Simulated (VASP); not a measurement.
# CaS (Fm-3m) in VASP: G0W0 quasiparticle levels with PBE

Aim: the G0W0 quasiparticle levels of CaS with PBE.

Program: VASP 6.6.1. These are calculated values, not measurements. Logs are shortened: lines on timing, memory, paths and dates and some standing lists are left out, and cuts for length are marked.

## (1) The cell of the first run

The structure is cubic, space group Fm-3m (No. 225). The conventional cell has a = 5.696 Å, b = 5.696 Å, c = 5.696 Å, α = 90.00°, β = 90.00°, γ = 90.00°. Ca (site symmetry m-3m) has 6 S at 2.85 Å within 3.8 Å. Within 3.8 Å of S (site symmetry m-3m) lie 6 Ca at 2.85 Å.

## (2) G0W0 quasiparticle levels, PBE

Input file POSCAR:

```
CaS
1.0
    0.0000000000      2.8479357439      2.8479357439
    2.8479357439      0.0000000000      2.8479357439
    2.8479357439      2.8479357439      0.0000000000
Ca S
1 1
Direct
    0.0000000000      0.0000000000      0.0000000000
    0.5000000000      0.5000000000      0.5000000000
```

Input file INCAR.step1:

```
SYSTEM = CaS
ALGO     = Normal         ! electronic algorithm
EDIFF    = 1E-8           ! SCF threshold, eV
ENCUT    = 500            ! plane-wave cutoff, eV
GGA      = PE             ! functional
ISMEAR   = 0              ! smearing method
LASPH    = .TRUE.         ! aspherical terms in the spheres
LCHARG   = .FALSE.        ! write CHGCAR
LREAL    = .FALSE.        ! projectors in reciprocal space
LWAVE    = .TRUE.         ! write WAVECAR
NELM     = 60             ! most SCF steps
PREC     = Accurate       ! precision mode
SIGMA    = 0.01           ! smearing width, eV
```

Input file INCAR.step2:

```
SYSTEM = CaS
ALGO     = Exact          ! electronic algorithm
EDIFF    = 1E-8           ! SCF threshold, eV
ENCUT    = 500            ! plane-wave cutoff, eV
GGA      = PE             ! functional
ISMEAR   = 0              ! smearing method
ISTART   = 1            
LASPH    = .TRUE.         ! aspherical terms in the spheres
LCHARG   = .FALSE.        ! write CHGCAR
LOPTICS  = .TRUE.         ! frequency-dependent dielectric function
LREAL    = .FALSE.        ! projectors in reciprocal space
LWAVE    = .TRUE.         ! write WAVECAR
NBANDS   = 68             ! bands
NELM     = 1              ! most SCF steps
PREC     = Accurate       ! precision mode
SIGMA    = 0.01           ! smearing width, eV
```

Input file INCAR.step3:

```
SYSTEM = CaS
ALGO     = EVGW0          ! electronic algorithm
EDIFF    = 1E-8           ! SCF threshold, eV
ENCUT    = 500            ! plane-wave cutoff, eV
ENCUTGW  = 80.0           ! cutoff of the response function
GGA      = PE             ! functional
ISMEAR   = 0              ! smearing method
ISTART   = 1            
LASPH    = .TRUE.         ! aspherical terms in the spheres
LCHARG   = .FALSE.        ! write CHGCAR
LREAL    = .FALSE.        ! projectors in reciprocal space
LWAVE    = .FALSE.        ! write WAVECAR
NBANDS   = 68             ! bands
NBANDSGW = 16           
NELMGW   = 1            
NOMEGA   = 96             ! frequency points
OMEGAMAX = 20           
PREC     = Accurate       ! precision mode
PRECFOCK = Fast         
SIGMA    = 0.01           ! smearing width, eV
```

Input file KPOINTS:

```
k-points
0
G
  4 4 4
  0 0 0
```

Potentials or basis: VASP PAW PBE potentials, release 64 (Ca_sv_GW, S_GW).

Run with:

```console
$ cat potpaw_PBE.64/Ca_sv_GW/POTCAR potpaw_PBE.64/S_GW/POTCAR > POTCAR
$ cp INCAR.step1 INCAR
$ mpirun -np 1 vasp_std > vasp.out
$ cp INCAR.step2 INCAR
$ mpirun -np 1 vasp_std > vasp.out
$ cp INCAR.step3 INCAR
$ mpirun -np 1 vasp_std > vasp.out
```

OUTCAR:

```text
SYSTEM = CaS
   EDIFF = 1E-8
   ENCUT = 500
   ENCUTGW = 80.0
   GGA = PE
   ISMEAR = 0
   ISTART = 1
   LASPH = .TRUE.
   LREAL = .FALSE.
   NELMGW = 1
   PREC = Accurate
   PRECFOCK = Fast

 ion  position               nearest neighbor table
   1  0.000  0.000  0.000-   2 2.85   2 2.85   2 2.85   2 2.85   2 2.85   2 2.85
   2  0.500  0.500  0.500-   1 2.85   1 2.85   1 2.85   1 2.85   1 2.85   1 2.85

  LATTYP: Found a face centered cubic cell.
 ALAT       =     5.6958714878

  Lattice vectors:

 A1 = (   0.0000000000,   2.8479357439,   2.8479357439)
 A2 = (   2.8479357439,   0.0000000000,   2.8479357439)
 A3 = (   2.8479357439,   2.8479357439,   0.0000000000)

Analysis of symmetry for initial positions (statically):
=====================================================================
 Subroutine PRICEL returns:
 Original cell was already a primitive cell.

 Routine SETGRP: Setting up the symmetry group for a
 face centered cubic supercell.

 Subroutine GETGRP returns: Found 48 space group operations
 (whereof 48 operations were pure point group operations)
 out of a pool of 48 trial point group operations.

The static configuration has the point symmetry O_h .

Analysis of symmetry for dynamics (positions and initial velocities):
=====================================================================
 Subroutine PRICEL returns:
 Original cell was already a primitive cell.

 Routine SETGRP: Setting up the symmetry group for a
 face centered cubic supercell.

 Subroutine GETGRP returns: Found 48 space group operations
 (whereof 48 operations were pure point group operations)
 out of a pool of 48 trial point group operations.

The dynamic configuration has the point symmetry O_h .

 Subroutine INISYM returns: Found 48 space group operations
 (whereof 48 operations are pure point group operations),
 and found     1 'primitive' translations

----------------------------------------------------------------------------------------

                                     Primitive cell

  volume of cell :      46.1977

  direct lattice vectors                    reciprocal lattice vectors
     0.000000000  2.847935744  2.847935744    -0.175565759  0.175565759  0.175565759
     2.847935744  0.000000000  2.847935744     0.175565759 -0.175565759  0.175565759
     2.847935744  2.847935744  0.000000000     0.175565759  0.175565759 -0.175565759

  length of vectors
     4.027589354  4.027589354  4.027589354     0.304088814  0.304088814  0.304088814

  position of ions in fractional coordinates (direct lattice)
     0.000000000  0.000000000  0.000000000
     0.500000000  0.500000000  0.500000000

  ion indices of the primitive-cell ions
   primitive index   ion index
                 1           1
                 2           2

----------------------------------------------------------------------------------------

 KPOINTS: k-points

Automatic generation of k-mesh.
 Grid dimensions read from file:
 generate k-points for:    4    4    4

 Generating k-lattice:

  Cartesian coordinates                     Fractional coordinates (reciprocal lattice)
    -0.043891440  0.043891440  0.043891440     0.250000000  0.000000000  0.000000000
     0.043891440 -0.043891440  0.043891440     0.000000000  0.250000000  0.000000000
     0.043891440  0.043891440 -0.043891440     0.000000000  0.000000000  0.250000000

  Length of vectors
     0.076022204  0.076022204  0.076022204

  Shift w.r.t. Gamma in fractional coordinates (k-lattice)
     0.000000000  0.000000000  0.000000000

 Subroutine IBZKPT returns following result:
 ===========================================

 Found      8 irreducible k-points:

 Following reciprocal coordinates:
            Coordinates               Weight
  0.000000  0.000000  0.000000      1.000000
  0.250000  0.000000  0.000000      8.000000
  0.500000  0.000000  0.000000      4.000000
  0.250000  0.250000  0.000000      6.000000
  0.500000  0.250000  0.000000     24.000000
 -0.250000  0.250000  0.000000     12.000000
  0.500000  0.500000  0.000000      3.000000
 -0.250000  0.500000  0.250000      6.000000
   k-points           NKPTS =      8   k-points in BZ     NKDIM =     64   number of bands    NBANDS=     68
   number of dos      NEDOS =    301   number of ions     NIONS =      2
   total plane-waves  NPLWV =  27000
   dimension x,y,z NGX =    30 NGY =   30 NGZ =   30
   dimension x,y,z NGXF=    60 NGYF=   60 NGZF=   60
   ions per type =               1   1
   NGX,Y,Z   is equivalent  to a cutoff of  12.38, 12.38, 12.38 a.u.
   NGXF,Y,Z  is equivalent  to a cutoff of  24.77, 24.77, 24.77 a.u.
 SYSTEM =  CaS
   PREC   = accura    normal or accurate (medium, high low for compatibility)
   ISTART =      1    job   : 0-new  1-cont  2-samecut
   ICHARG =      0    charge: 1-file 2-atom 10-const
   ISPIN  =      1    spin polarized calculation?
   LNONCOLLINEAR =      F non collinear calculations
   LSORBIT =      F    spin-orbit coupling
   LASPH  =      T    aspherical Exc in radial PAW
   ENCUT  =  500.0 eV  36.75 Ry    6.06 a.u.   7.34  7.34  7.34*2*pi/ulx,y,z
   NELM   =     60;   NELMIN=  2; NELMDL=  0     # of ELM steps
   EDIFF  = 0.1E-07   stopping-criterion for ELM
   LREAL  =      F    real-space projection
   EDIFFG = 0.1E-06   stopping-criterion for IOM
   NSW    =      0    number of steps for IOM
   IBRION =     -1    ionic relax: 0-MD 1-quasi-New 2-CG
   NFREE  =      0    steps in history (QN), initial steepest desc. (CG)
   ISIF   =      0    stress and relaxation
   ISYM   =      3    0-nonsym 1-usesym 2-fastsym
   POTIM  = 0.5000    time-step for ionic-motion
   TEBEG  =    0.0;   TEEND  =   0.0 temperature during run
   PSTRESS=    0.0 pullay stress
   NELECT =      16.0000    total number of electrons
   NUPDOWN=      -1.0000    fix difference up-down
   EMIN   =  10.00;   EMAX   =-10.00  energy-range for DOS
   EFERMI =   0.00;   METHOD = LEGACY
   ISMEAR =     0;   SIGMA  =   0.01  broadening in eV -4-tet -1-fermi 0-gaus
   EFERMI_NEDOS =   21; number of points for ismear=-14 and -15
   IALGO  =     38    algorithm
   IMIX   =      4    mixing-type and parameters
     AMIX     =   0.40;   BMIX     =  1.00
     AMIX_MAG =   1.60;   BMIX_MAG =  1.00
  volume/ion in A,a.u.               =      23.10       155.88
  Fermi-wavevector in a.u.,A,eV,Ry     =   1.149674  2.172568 17.983499  1.321750
  Thomas-Fermi vector in A             =   2.286342
   LORBIT       =      0    0 simple, 1 ext, 2 COOP (PROOUT), +10 PAW based schemes
   GGA     = PE    functional components
   LHFCALC =     T    Hartree Fock is set to
   PRECFOCK=fast      Normal, Fast or Accurate (Low or Medium for compatibility)
   ENCUT4O =  -1.0   cutoff for four orbital integrals eV
   NKREDX  =     1    reduce k-point grid by
   NKREDY  =     1    reduce k-point grid by
   NKREDZ  =     1    reduce k-point grid by
   AEXX    =    1.0000 exact exchange contribution
   HFSCREEN=    0.0000 screening length (either q_TF or 0.3 A-1)
   HFSCREENC=   0.0000 screening length for correlation (either q_TF or 0.3 A-1)
   ENCUTFOCK=  -1.0 apply spherical cutoff to Coloumb kernel
   IVDW    =     0    specifies the selected vdW correction
   LEPSILON=     F    determine dielectric tensor
   LRPA    =     F    only Hartree local field effects (RPA)
   LRPAFORCE           =     F    calculate RPA forces
   ENCUTGW             =  80.0    cutoff for response function in eV
   ENCUTGWSOFT         =  64.0    soft cutoff for Coulomb kernel in GW response function in eV
   ENCUTLF             =  -1.0    cutoff for local field effects
   NELMGW              =     1    number of iterations in solving QP/BSE equation
   NELMHF              =     1    number of iterations in the inner HF iteration
   NKREDLFX            =     1    NKREDLFY  =   1   NKREDLFZ  =   1
 non-spin polarized calculation
 Gauss-broadening in eV      SIGMA  =   0.01
  energy-cutoff  :      500.00
  volume of cell :       46.20
 maximum number of plane-waves:      1211
 NGX is ok and might be reduce to    30
  NGX = 16; NGY = 16; NGZ = 16
   NGX = 15   NGY = 15   NGZ = 15
 maximum number of plane-waves:        84
 NGX is ok and might be reduce to    14

 QP shifts <psi_nk| G(iteration)W_0 |psi_nk>: iteration 1
 for sc-GW calculations column KS-energies equals QP-energies in previous step
 and V_xc(KS)=  KS-energies - (<T + V_ion + V_H > + <T+V_H+V_ion>^1  + <V_x>^1)

 k-point   1 :       0.0000    0.0000    0.0000
  band No.  KS-energies  QP-energies   sigma(KS)   V_xc(KS)     V^pw_x(r,r')   Z            occupation Imag(sigma)

      1     -35.1111     -36.9577     -23.7405     -20.7231     -34.4495       0.6120       2.0000       0.4937
      2     -16.0896     -17.9007     -22.4815     -19.9689     -27.8995       0.7208       2.0000       0.1737
      3     -16.0896     -17.9007     -22.4815     -19.9689     -27.8995       0.7208       2.0000       0.1737
      4     -16.0896     -17.9007     -22.4815     -19.9689     -27.8995       0.7208       2.0000       0.1737
      5      -7.2078      -7.7166     -13.9472     -13.1181     -21.0617       0.6137       2.0000       1.0504
      6       4.1103       3.4649     -14.0026     -13.1659     -16.1557       0.7713       2.0000       0.0502
[... 8 lines left out ...]
     15      14.9653      14.9546      -6.4012      -6.3878      -1.5293       0.7970       0.0000      -0.4278
     16      17.1180      18.9897     -11.9521     -14.6211      -6.2578       0.7013       0.0000      -0.5904

 k-point   2 :       0.2500    0.0000    0.0000
  band No.  KS-energies  QP-energies   sigma(KS)   V_xc(KS)     V^pw_x(r,r')   Z            occupation Imag(sigma)

      1     -35.1054     -36.9535     -23.7465     -20.7314     -34.4556       0.6130       2.0000       0.4969
      2     -16.1736     -17.9392     -22.2897     -19.8042     -27.7912       0.7104       2.0000       0.2289
      3     -16.0959     -17.8996     -22.4655     -19.9582     -27.8861       0.7194       2.0000       0.1706
      4     -16.0959     -17.8996     -22.4655     -19.9582     -27.8861       0.7194       2.0000       0.1706
      5      -6.8301      -7.3607     -14.3215     -13.5045     -21.2623       0.6495       2.0000       1.0138
      6       2.2908       1.4691     -12.8141     -11.7130     -15.2061       0.7462       2.0000       0.0651
[... 8 lines left out ...]
     15      14.4454      15.7703     -10.3962     -12.2152      -5.2160       0.7284       0.0000      -0.2566
     16      15.4757      16.8583     -10.7071     -12.6080      -5.4909       0.7274       0.0000      -0.2953

 k-point   3 :       0.5000    0.0000    0.0000
  band No.  KS-energies  QP-energies   sigma(KS)   V_xc(KS)     V^pw_x(r,r')   Z            occupation Imag(sigma)

      1     -35.0997     -36.9533     -23.7528     -20.7399     -34.4617       0.6152       2.0000       0.5003
      2     -16.2547     -18.0023     -22.1114     -19.6521     -27.6916       0.7106       2.0000       0.2807
      3     -16.1024     -17.8975     -22.4487     -19.9478     -27.8727       0.7177       2.0000       0.1671
      4     -16.1024     -17.8975     -22.4487     -19.9478     -27.8727       0.7177       2.0000       0.1671
      5      -6.4043      -6.9260     -14.7344     -13.9754     -21.5241       0.6873       2.0000       0.9643
      6       1.0241       0.0768     -12.2864     -10.9891     -15.1176       0.7301       2.0000       0.0967
[... 74 lines left out ...]
      1     -35.0962     -36.9595     -23.7576     -20.7450     -34.4645       0.6185       2.0000       0.5037
      2     -16.2108     -18.0265     -22.2952     -19.7502     -27.7533       0.7134       2.0000       0.2100
      3     -16.1376     -17.9432     -22.4116     -19.8862     -27.8436       0.7149       2.0000       0.1862
      4     -16.1376     -17.9432     -22.4116     -19.8862     -27.8436       0.7149       2.0000       0.1862
      5      -6.5854      -7.0628     -14.3660     -13.6498     -21.3075       0.6665       2.0000       0.9815
      6       1.8279       0.8887     -12.9566     -11.6898     -15.7050       0.7414       2.0000       0.0720
[... 8 lines left out ...]
     15      14.4567      15.0232      -9.3476     -10.1041      -4.3526       0.7488       0.0000      -0.3153
     16      15.9032      17.9564     -12.5228     -15.5147      -6.7171       0.6863       0.0000      -0.4239

 k-point   8 :      -0.2500    0.5000    0.2500
  band No.  KS-energies  QP-energies   sigma(KS)   V_xc(KS)     V^pw_x(r,r')   Z            occupation Imag(sigma)

      1     -35.0962     -36.9618     -23.7573     -20.7452     -34.4649       0.6194       2.0000       0.5035
      2     -16.1743     -17.9799     -22.3521     -19.8181     -27.7976       0.7125       2.0000       0.1983
      3     -16.1743     -17.9799     -22.3521     -19.8181     -27.7976       0.7125       2.0000       0.1983
      4     -16.1476     -17.9175     -22.3490     -19.8602     -27.8223       0.7111       2.0000       0.2029
      5      -6.4713      -6.9525     -14.5227     -13.8055     -21.4029       0.6709       2.0000       0.9629
      6       2.3258       1.4665     -13.0027     -11.8530     -15.5126       0.7474       2.0000       0.0641
[... 8 lines left out ...]
     15      14.1546      14.8318      -9.2326     -10.1254      -4.5270       0.7585       0.0000      -0.1849
     16      14.3218      15.7751     -10.8772     -12.8781      -5.6870       0.7264       0.0000      -0.2566
```

Run time: 60 s. Hardware: 1 thread of Intel Xeon 6975P-C (Granite Rapids), shared host; peak memory 0.47 GiB.

What came out:

```yaml
Quasiparticle_gap: 3.96 eV
Least_direct_quasiparticle_gap: 4.89 eV
Band_gap_of_the_starting_levels_on_the_mesh: 2.36 eV
Least_direct_gap_of_the_starting_levels_on_the_mesh: 3.17 eV
```

Caveat: the k points lie up to 0.48 Å⁻¹ apart; bands, screening cutoff and mesh are small and nothing is extrapolated, so the quasiparticle values aren't converged.
